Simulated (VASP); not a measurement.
# Al3Cu2 (P1) in VASP: single point with PBEsol

Aim: the single point of Al3Cu2 with PBEsol.

All numbers are computed with VASP 6.6.1; they aren't measurements. Logs are shortened: lines on timing, memory, paths and dates and some standing lists are left out, and cuts for length are marked.

## Step 1: The cell of the first run

The typed cell holds 40 atoms: a = 8.184 Å, b = 8.184 Å, c = 9.986 Å, α = 90.00°, β = 90.00°, γ = 120.00°.

## Step 2: Single point, PBEsol (atoms moved at random)

Input file INCAR:

```
SYSTEM = Al3Cu2
ALGO     = Normal         ! electronic algorithm
EDIFF    = 1E-7           ! SCF threshold, eV
ENCUT    = 470            ! plane-wave cutoff, eV
GGA      = PS             ! functional
GGA_COMPAT= .False.      
ISIF     = 2              ! what is computed and relaxed
ISMEAR   = 1              ! smearing method
ISYM     = 0            
LASPH    = .True.         ! aspherical terms in the spheres
LCHARG   = .False.        ! write CHGCAR
LREAL    = .False.        ! projectors in reciprocal space
LWAVE    = .False.        ! write WAVECAR
NELM     = 120            ! most SCF steps
NSIM     = 4            
PREC     = Accurate       ! precision mode
SIGMA    = 0.1            ! smearing width, eV
```

Input file KPOINTS:

```
k-points
0
Gamma
  1 1 1
```

Input file POSCAR:

```
Al3Cu2
1.0
    8.1839032736      0.0000000000      0.0000000000
   -4.0919516368      7.0874681370      0.0000000000
    0.0000000000      0.0000000000      9.9855574000
Cu Al
16 24
Direct
    0.3347650000      0.1668490000      0.0834560000
    0.3334330000      0.1671260000      0.5796660000
    0.3350830000      0.6610190000      0.0690100000
    0.3322670000      0.6642260000      0.5807550000
    0.8322470000      0.1632160000      0.0772990000
    0.8348540000      0.1678040000      0.5829490000
    0.8318690000      0.6628020000      0.0815060000
    0.8300050000      0.6668480000      0.5793190000
    0.1579650000      0.3337450000      0.4221100000
    0.1679110000      0.3329500000      0.9191450000
    0.1660660000      0.8285640000      0.4243440000
    0.1702190000      0.8379140000      0.9168830000
    0.6699810000      0.3349610000      0.4161030000
    0.6651490000      0.3295890000      0.9231260000
    0.6670480000      0.8367020000      0.4232960000
    0.6621060000      0.8322690000      0.9193960000
    0.3390590000      0.1728180000      0.3247520000
    0.3355190000      0.1669890000      0.8231120000
    0.3332450000      0.6648190000      0.3240790000
    0.3348190000      0.6718010000      0.8238290000
    0.8329420000      0.1703860000      0.3241680000
    0.8384110000      0.1672240000      0.8252280000
    0.8352000000      0.6674530000      0.3222370000
    0.8340100000      0.6663660000      0.8279790000
    0.1643370000      0.3322880000      0.1723930000
    0.1678350000      0.3374790000      0.6727440000
    0.1707830000      0.8351850000      0.1737060000
    0.1660620000      0.8321550000      0.6775050000
    0.6668180000      0.3343790000      0.1747440000
    0.6635030000      0.3343850000      0.6683350000
    0.6642060000      0.8297750000      0.1814730000
    0.6684200000      0.8307380000      0.6694840000
   -0.0015050000      0.0016590000      0.0009330000
   -0.0003090000     -0.0019080000      0.4997070000
   -0.0054180000      0.4983590000     -0.0028530000
   -0.0022470000      0.4962280000      0.4993660000
    0.5013830000     -0.0042950000     -0.0001840000
    0.4997010000      0.0060290000      0.4987550000
    0.5014590000      0.5010470000      0.0006730000
    0.4941960000      0.5000280000      0.4999290000
```

Potentials or basis: VASP PAW PBE potentials, release 64 (Cu, Al).

The run is started by

```console
> cat potpaw_PBE.64/Cu/POTCAR potpaw_PBE.64/Al/POTCAR > POTCAR
> mpirun -np 8 vasp_std > vasp.out
```

OUTCAR:

```text
SYSTEM = Al3Cu2
   EDIFF = 1E-7
   ENCUT = 470
   GGA = PS
   ISIF = 2
   ISMEAR = 1
   ISYM = 0
   LASPH = .True.
   LREAL = .False.
   NELM = 120
   PREC = Accurate

 ion  position               nearest neighbor table
   1  0.335  0.167  0.083-  17 2.41  39 2.51  27 2.52  33 2.52  29 2.52  37 2.54  25 2.54  18 2.60

   2  0.333  0.167  0.580-  18 2.43  38 2.46  40 2.49  34 2.50  30 2.50  17 2.55  26 2.56  28 2.57

   3  0.335  0.661  0.069-  39 2.41  20 2.45  37 2.47  35 2.52  19 2.55  25 2.55  31 2.59  27 2.62
                            16 2.76  10 2.77
   4  0.332  0.664  0.581-  20 2.43  40 2.45  26 2.49  36 2.51  32 2.54  38 2.56  28 2.56  19 2.56

   5  0.832  0.163  0.077-  33 2.45  21 2.47  37 2.47  35 2.51  22 2.52  25 2.54  29 2.58  31 2.58

   6  0.835  0.168  0.583-  22 2.42  36 2.47  34 2.51  38 2.52  26 2.52  32 2.54  30 2.54  21 2.58

   7  0.832  0.663  0.082-  23 2.40  35 2.47  39 2.48  29 2.51  24 2.53  33 2.53  27 2.57  31 2.57

   8  0.830  0.667  0.579-  32 2.48  34 2.48  24 2.48  40 2.51  30 2.52  36 2.53  23 2.57  28 2.58

   9  0.158  0.334  0.422-  36 2.41  25 2.49  21 2.50  34 2.50  26 2.50  40 2.51  19 2.54  17 2.61

  10  0.168  0.333  0.919-  26 2.46  33 2.49  39 2.50  22 2.52  35 2.52  25 2.53  18 2.55  20 2.58
                             3 2.77
  11  0.166  0.829  0.424-  36 2.47  38 2.48  34 2.50  27 2.50  28 2.53  19 2.55  23 2.56  17 2.63

  12  0.170  0.838  0.917-  28 2.39  37 2.49  18 2.51  20 2.52  33 2.52  35 2.54  24 2.54  27 2.56

  13  0.670  0.335  0.416-  29 2.41  36 2.47  38 2.47  21 2.50  17 2.52  30 2.52  23 2.54  40 2.56
[... 32 lines left out ...]
                            35 2.92  39 2.93  37 2.97
  30  0.664  0.334  0.668-   2 2.50   8 2.52  13 2.52   6 2.54  14 2.54  18 2.79  24 2.84  38 2.88
                            22 2.89  36 2.91  40 2.91
  31  0.664  0.830  0.181-  15 2.42   7 2.57   5 2.58   3 2.59  16 2.62  19 2.74  23 2.75  21 2.80
                            39 2.95  37 2.95  33 2.98
  32  0.668  0.831  0.669-  15 2.46   8 2.48  16 2.50   6 2.54   4 2.54  20 2.82  24 2.82  22 2.85
                            40 2.89  34 2.90  38 2.98
  33  0.998  0.002  0.001-   5 2.45  10 2.49  16 2.52  12 2.52   1 2.52   7 2.53  22 2.90  25 2.90
                            24 2.94  27 2.96  18 2.98  31 2.98
  34  1.000  0.998  0.500-  15 2.48   8 2.48   2 2.50  11 2.50   9 2.50   6 2.51  32 2.90  23 2.94
                            28 2.95  26 2.96  17 2.97  21 2.97
  35  0.995  0.498  0.997-  14 2.45   7 2.47   5 2.51   3 2.52  10 2.52  12 2.54  24 2.88  22 2.91
                            29 2.92  25 2.95  20 2.97  27 2.97
  36  0.998  0.496  0.499-   9 2.41  13 2.47  11 2.47   6 2.47   4 2.51   8 2.53  21 2.90  26 2.90
                            30 2.91  19 2.95  23 2.95  28 2.97
  37  0.501  0.996  1.000-  16 2.43   5 2.47   3 2.47  14 2.49  12 2.49   1 2.54  20 2.89  27 2.92
                            31 2.95  22 2.96  29 2.97  18 2.97
  38  0.500  0.006  0.499-   2 2.46  13 2.47  11 2.48  15 2.50   6 2.52   4 2.56  30 2.88  17 2.90
                            21 2.94  28 2.96  32 2.98  19 2.98
  39  0.501  0.501  0.001-   3 2.41   7 2.48  16 2.48  14 2.50  10 2.50   1 2.51  24 2.92  29 2.93
                            25 2.94  31 2.95  18 2.96  20 2.97
  40  0.494  0.500  0.500-   4 2.45   2 2.49  15 2.51   9 2.51   8 2.51  13 2.56  26 2.89  32 2.89
                            19 2.90  17 2.91  30 2.91  23 3.00

IMPORTANT INFORMATION: All symmetrisations will be switched off!
NOSYMM: (Re-)initialisation of all symmetry stuff for point group C_1.

----------------------------------------------------------------------------------------

                                     Primitive cell

  volume of cell :     579.1938

  direct lattice vectors                    reciprocal lattice vectors
     8.183903274  0.000000000  0.000000000     0.122191082  0.070547054  0.000000000
    -4.091951637  7.087468137  0.000000000     0.000000000  0.141094109  0.000000000
     0.000000000  0.000000000  9.985557400     0.000000000  0.000000000  0.100144635

  length of vectors
     8.183903274  8.183903274  9.985557400     0.141094109  0.141094109  0.100144635

  position of ions in fractional coordinates (direct lattice)
     0.334765000  0.166849000  0.083456000
     0.333433000  0.167126000  0.579666000
     0.335083000  0.661019000  0.069010000
     0.332267000  0.664226000  0.580755000
     0.832247000  0.163216000  0.077299000
     0.834854000  0.167804000  0.582949000
[... 32 lines left out ...]
     0.501459000  0.501047000  0.000673000
     0.494196000  0.500028000  0.499929000

  ion indices of the primitive-cell ions
   primitive index   ion index
                 1           1
                 2           2
                 3           3
                 4           4
                 5           5
                 6           6
[... 32 lines left out ...]
                39          39
                40          40

----------------------------------------------------------------------------------------

 KPOINTS: k-points

Automatic generation of k-mesh.
 Grid dimensions read from file:
 generate k-points for:    1    1    1

 Generating k-lattice:

  Cartesian coordinates                     Fractional coordinates (reciprocal lattice)
     0.122191082  0.070547054  0.000000000     1.000000000  0.000000000  0.000000000
     0.000000000  0.141094109  0.000000000     0.000000000  1.000000000  0.000000000
     0.000000000  0.000000000  0.100144635     0.000000000  0.000000000  1.000000000

  Length of vectors
     0.141094109  0.141094109  0.100144635

  Shift w.r.t. Gamma in fractional coordinates (k-lattice)
     0.000000000  0.000000000  0.000000000

 Subroutine IBZKPT returns following result:
 ===========================================

 Found      1 irreducible k-points:

 Following reciprocal coordinates:
            Coordinates               Weight
  0.000000  0.000000  0.000000      1.000000
   k-points           NKPTS =      1   k-points in BZ     NKDIM =      1   number of bands    NBANDS=    152
   number of dos      NEDOS =    301   number of ions     NIONS =     40
   total plane-waves  NPLWV = 259200
   dimension x,y,z NGX =    60 NGY =   60 NGZ =   72
   dimension x,y,z NGXF=   120 NGYF=  120 NGZF=  144
   ions per type =              16  24
   NGX,Y,Z   is equivalent  to a cutoff of  12.19, 12.19, 11.99 a.u.
   NGXF,Y,Z  is equivalent  to a cutoff of  24.38, 24.38, 23.97 a.u.
 SYSTEM =  Al3Cu2
   PREC   = accura    normal or accurate (medium, high low for compatibility)
   ISTART =      0    job   : 0-new  1-cont  2-samecut
   ICHARG =      2    charge: 1-file 2-atom 10-const
   ISPIN  =      1    spin polarized calculation?
   LNONCOLLINEAR =      F non collinear calculations
   LSORBIT =      F    spin-orbit coupling
   LASPH  =      T    aspherical Exc in radial PAW
   ENCUT  =  470.0 eV  34.54 Ry    5.88 a.u.  14.47 14.47 17.65*2*pi/ulx,y,z
   NELM   =    120;   NELMIN=  2; NELMDL= -5     # of ELM steps
   EDIFF  = 0.1E-06   stopping-criterion for ELM
   LREAL  =      F    real-space projection
   EDIFFG = 0.1E-05   stopping-criterion for IOM
   NSW    =      0    number of steps for IOM
   IBRION =     -1    ionic relax: 0-MD 1-quasi-New 2-CG
   NFREE  =      0    steps in history (QN), initial steepest desc. (CG)
   ISIF   =      2    stress and relaxation
   ISYM   =      0    0-nonsym 1-usesym 2-fastsym
   POTIM  = 0.5000    time-step for ionic-motion
   TEBEG  =    0.0;   TEEND  =   0.0 temperature during run

   SCALEE = 1.0000    scale energy and forces
   PSTRESS=    0.0 pullay stress
   NELECT =     248.0000    total number of electrons
   NUPDOWN=      -1.0000    fix difference up-down
   EMIN   =  10.00;   EMAX   =-10.00  energy-range for DOS
   EFERMI =   0.00;   METHOD = LEGACY
   ISMEAR =     1;   SIGMA  =   0.10  broadening in eV -4-tet -1-fermi 0-gaus
   EFERMI_NEDOS =   21; number of points for ismear=-14 and -15
   IALGO  =     38    algorithm
   IMIX   =      4    mixing-type and parameters
     AMIX     =   0.40;   BMIX     =  1.00
     AMIX_MAG =   1.60;   BMIX_MAG =  1.00
  volume/ion in A,a.u.               =      14.48        97.71
  Fermi-wavevector in a.u.,A,eV,Ry     =   1.233912  2.331755 20.715388  1.522538
  Thomas-Fermi vector in A             =   2.368623
   LORBIT       =      0    0 simple, 1 ext, 2 COOP (PROOUT), +10 PAW based schemes
   GGA     = PS    functional components
   LHFCALC =     F    Hartree Fock is set to
   AEXX    =    0.0000 exact exchange contribution
   IVDW    =     0    specifies the selected vdW correction
   LEPSILON=     F    determine dielectric tensor
   LRPA    =     F    only Hartree local field effects (RPA)

   CSHIFT  =0.1000    complex shift for real part using Kramers Kronig

   OMEGAMAX=  -1.0    maximum frequency
 non-spin polarized calculation
 Methfessel and Paxton  Order N= 1 SIGMA  =   0.10
  energy-cutoff  :      470.00
  volume of cell :      579.19
 maximum number of plane-waves:     13373
 NGX is ok and might be reduce to    60
   NGX = 29   NGY = 29   NGZ = 35

 number of electron     247.9999974 magnetization

 Free energy of the ion-electron system (eV)
  ---------------------------------------------------
  ext. energy  EPLUGINS =         0.00000000
  ---------------------------------------------------
  free energy    TOTEN  =      -161.59199678 eV

  energy without entropy =     -161.46395272  energy(sigma->0) =     -161.54931543

 E-fermi :   8.2446     XC(G=0): -11.0572

 val. band max:        8.2406116450   @ k =   0.0000   0.0000   0.0000
 cond. band min:       8.6503958202   @ k =   0.0000   0.0000   0.0000
 fundamental gap:      0.4097841752
 Fermi energy:         8.2446297670

 k-point     1 :       0.0000    0.0000    0.0000
  band No.  band energies     occupation
      1      -2.9654      2.00000
      2      -1.9851      2.00000
      3      -0.8182      2.00000
      4      -0.4016      2.00000
      5      -0.3682      2.00000
      6      -0.3391      2.00000
[... 128 lines left out ...]
    135       9.2085     -0.00000
    136       9.5372     -0.00000
 [bands above 136 left out]

------------------------ aborting loop because EDIFF is reached ----------------------------------------

  FORCE on cell =-STRESS in cart. coord.  units (eV):
  Direction    XX          YY          ZZ          XY          YZ          ZX
  --------------------------------------------------------------------------------------
  -------------------------------------------------------------------------------------
  Total        2.3532834      0.1926709     43.4628023      1.0922156      0.2905368     -0.0757662
  in kB        6.5096987      0.5329700    120.2276580      3.0213083      0.8036887     -0.2095860
  external PRESSURE =      42.4234422 kB  Pullay stress =       0.0000000 kB

 VOLUME and BASIS-vectors are now :
 -----------------------------------------------------------------------------
  energy-cutoff  :      470.00
  volume of cell :      579.19
      direct lattice vectors                 reciprocal lattice vectors
     8.183903274  0.000000000  0.000000000     0.122191082  0.070547054  0.000000000
    -4.091951637  7.087468137  0.000000000     0.000000000  0.141094109  0.000000000
     0.000000000  0.000000000  9.985557400     0.000000000  0.000000000  0.100144635

 POSITION                                       TOTAL-FORCE (eV/Angst)
 -----------------------------------------------------------------------------------
      2.05695      1.18254      0.83335         0.037329     -0.031893     -0.087620
      2.04491      1.18450      5.78829        -0.161643     -0.037061      0.219247
      0.03743      4.68495      0.68910        -0.299051      0.062449      0.681643
      0.00126      4.70768      5.79916        -0.147948      0.296836      0.078731
      6.14316      1.15679      0.77187        -0.111349      0.026962      0.430124
      6.14572      1.18931      5.82107        -0.046665     -0.113780     -0.027288
[... 32 lines left out ...]
      2.05363      3.55115      0.00672         0.173044     -0.277748     -0.068873
      1.99836      3.54393      4.99207         0.350412     -0.085429     -0.121895
 -----------------------------------------------------------------------------------
    total drift:                                0.002083      0.001051     -0.000410

  FREE ENERGIE OF THE ION-ELECTRON SYSTEM (eV)
  ---------------------------------------------------
  free  energy   TOTEN  =      -161.5919967780 eV

  energy  without entropy=     -161.4639527193  energy(sigma->0) =     -161.54931543
```

It took 78 s on 8 MPI ranks of Intel Xeon Platinum 8259CL at 2.50GHz (Skylake/Cascade Lake), shared host; peak memory 0.21 GiB.

What came out:

```yaml
Free_energy: -161.5920 eV
Pressure: 4.2 GPa
Largest_force: 0.840 eV/Å
```

Forces in eV/Å, atoms in the order of the input:
```
Cu   0.037 -0.032 -0.088
Cu  -0.162 -0.037  0.219
Cu  -0.299  0.062  0.682
Cu  -0.148  0.297  0.079
Cu  -0.111  0.027  0.430
Cu  -0.047 -0.114 -0.027
Cu   0.037  0.291  0.166
Cu   0.258 -0.058  0.135
Cu   0.436 -0.153 -0.458
Cu  -0.071  0.188 -0.251
Cu  -0.011  0.192 -0.407
Cu  -0.127 -0.117  0.036
Cu  -0.270  0.179 -0.164
Cu  -0.085  0.094 -0.466
Cu  -0.075 -0.112 -0.387
Cu   0.294  0.019 -0.229
Al  -0.160 -0.174 -0.102
Al  -0.086  0.021 -0.178
Al   0.005  0.030 -0.251
Al  -0.014 -0.180 -0.554
Al  -0.027 -0.194 -0.411
Al  -0.140 -0.063 -0.247
Al   0.010 -0.022 -0.015
Al  -0.048  0.051 -0.403
Al  -0.030 -0.079  0.368
Al   0.147 -0.123  0.588
Al  -0.113 -0.099  0.282
Al  -0.020  0.063  0.069
Al   0.130 -0.081  0.272
Al   0.062 -0.003  0.639
Al   0.084  0.150 -0.104
Al  -0.231  0.075  0.804
Al   0.257 -0.249 -0.008
Al   0.027  0.133 -0.012
Al   0.345  0.108  0.038
Al  -0.247  0.287  0.068
Al  -0.326  0.268  0.050
Al   0.194 -0.281  0.030
Al   0.173 -0.278 -0.069
Al   0.350 -0.085 -0.122
```

Stress tensor (GPa, compression positive):
```
 0.65  0.30 -0.02
 0.30  0.05  0.08
-0.02  0.08 12.02
```

Levels at points of the mesh, in eV from the Fermi level:
```
           k point  band 122  band 123  band 124  band 125  band 126  band 127  band 128  band 129  band 130  band 131
(0.00, 0.00, 0.00)     -0.04     -0.03     -0.01     -0.01      0.00      0.41      0.41      0.42      0.85      0.86
```

Caveat: the k points lie up to 0.89 Å⁻¹ apart; the cell differs from its parent crystal (atoms moved at random); the PAW data sets were made with another functional, which shifts forces and pressure a little.
